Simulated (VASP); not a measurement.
Set up this calculation in VASP 6.6.1, as the native input.

```
Task                   : single point
Functional             : r2SCAN
Potentials or basis    : VASP PAW PBE potentials, release 64 (Ba_sv, Ti_sv, O)
Cutoff                 : 520 eV
k mesh                 : 6 × 6 × 6
Occupations            : gaussian, width 0.02 eV
Spin                   : no spin polarisation
Hubbard terms          : Ti d U = 4.0 eV
Dipole correction      : no
Further INCAR settings : ALGO = Normal; EDIFF = 1e-07; NBANDS = 28
```

The system is BaTiO3.

```
Ba Ti O
1.0
     2.83686    1.63786    2.32092
    -2.83686    1.63786    2.32092
     0.00000   -3.27572    2.32092
Ba Ti O
1 1 3
Cartesian
  0.0000 0.0000 -0.0108
  0.0000 0.0000 3.5245
  -1.4021 0.8095 4.5640
  0.0000 -1.6190 4.5640
  1.4021 0.8095 4.5640
```

The input as run:

POSCAR

```
BaTiO3
1.0
    2.8368574818      1.6378604308      2.3209153037
   -2.8368574818      1.6378604308      2.3209153037
    0.0000000000     -3.2757208616      2.3209153037
Ba Ti O
1 1 3
Direct
   -0.0015516592     -0.0015516592     -0.0015516592
    0.5061941608      0.5061941608      0.5061941608
    0.4907343273      0.9849898438      0.4907343273
    0.4907343273      0.4907343273      0.9849898438
    0.9849898438      0.4907343273      0.4907343273
```

INCAR.step1

```
  PREC = Accurate
  ENCUT = 520
  ISMEAR = 0
  SIGMA = 0.02
  LREAL = False
  LASPH = True
  NELM = 150
  LMAXMIX = 4
  LDAU = True
  LDAUTYPE = 2
  LDAUL = -1 2 -1
  LDAUU = 0 4 0
  LDAUJ = 0 0 0
  NBANDS = 28
  GGA = PE
  ALGO = Normal
  EDIFF = 1E-4
  LWAVE = True
  LCHARG = False
```

INCAR.step2

```
  PREC = Accurate
  ENCUT = 520
  EDIFF = 1E-7
  ISMEAR = 0
  SIGMA = 0.02
  LREAL = False
  LASPH = True
  NELM = 150
  ALGO = Normal
  ISIF = 2
  LWAVE = False
  LCHARG = True
  LMAXMIX = 4
  LDAU = True
  LDAUTYPE = 2
  LDAUL = -1 2 -1
  LDAUU = 0 4 0
  LDAUJ = 0 0 0
  LDAUPRINT = 1
  METAGGA = R2SCAN
  LMIXTAU = True
  LELF = True
  LVHAR = True
  NBANDS = 28
  ISTART = 1
```

KPOINTS

```
regular mesh
0
Gamma
  6 6 6
```

Potentials or basis: VASP PAW PBE potentials, release 64 (Ba_sv, Ti_sv, O).

The run is started by

```console
$ cat potpaw_PBE.64/Ba_sv/POTCAR potpaw_PBE.64/Ti_sv/POTCAR potpaw_PBE.64/O/POTCAR > POTCAR
$ cp INCAR.step1 INCAR
$ mpirun -np 1 vasp_std > vasp.out
$ cp INCAR.step2 INCAR
$ mpirun -np 1 vasp_std > vasp.out
```

Results of the run:

| Quantity | Value |
| --- | --- |
| Pressure | 3.9 GPa |
| Largest force | 0.537 eV/Å |
| Band gap on the k mesh | 2.90 eV (least direct gap 3.20 eV) |

Caveat: the cell stands under pressure; the PAW data sets were made with another functional, which shifts forces and pressure a little; spin-orbit coupling is left out, which moves the levels of the heavy elements.

Wall time 3.3 min on 1 thread of AMD EPYC 7R13 Processor (Zen 3), with other jobs on the host, peak memory 0.18 GiB.
